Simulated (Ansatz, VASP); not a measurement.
# Si6N in VASP and in Ansatz

```
Si N
1.0
     2.50671    1.44725    4.13888
    -2.50671    1.44725    4.13888
     0.00000   -2.89450    4.13888
Si N
6 1
Direct
  0.92402 0.53555 0.28092
  0.07598 0.46445 0.71908
  0.28092 0.92402 0.53555
  0.53555 0.28092 0.92402
  0.71908 0.07598 0.46445
  0.46445 0.71908 0.07598
  0.00000 0.00000 0.00000
```

Change from the starting cell: species swapped into the WCl6 type (R-3, No. 148).

Alike in both runs: functional PBE; k mesh 12 × 12 × 12; occupations gaussian, width 0.1 eV; no spin polarisation.

Ansatz relaxed the structure, and its values are those at the end. VASP's run is a single point on that final structure, the one shown.

|  | VASP | Ansatz |
| --- | --- | --- |
| version | VASP 6.6.1 | Ansatz 0.2.0 |
| potentials or method | VASP PAW PBE potentials, release 64 (Si, N), cutoff 520 eV | scalar-relativistic, plane waves, PAW |
| valence electrons in the cell | 29 | 29 |

VASP gave:

```
gap on the k mesh at the Fermi level (eV) : none
pressure (GPa)                            : 0.0
rms of the force components (eV/Å)        : 0.003
```

Q: Estimate Ansatz's values.

A: gap on the k mesh at the Fermi level (eV): none; pressure (GPa): 0.0; rms of the force components (eV/Å): 0.000.

A gap of «none» marks a metal or a gap that the smearing closes. With one functional, cell and mesh, what is left measures potentials, basis and numerics.
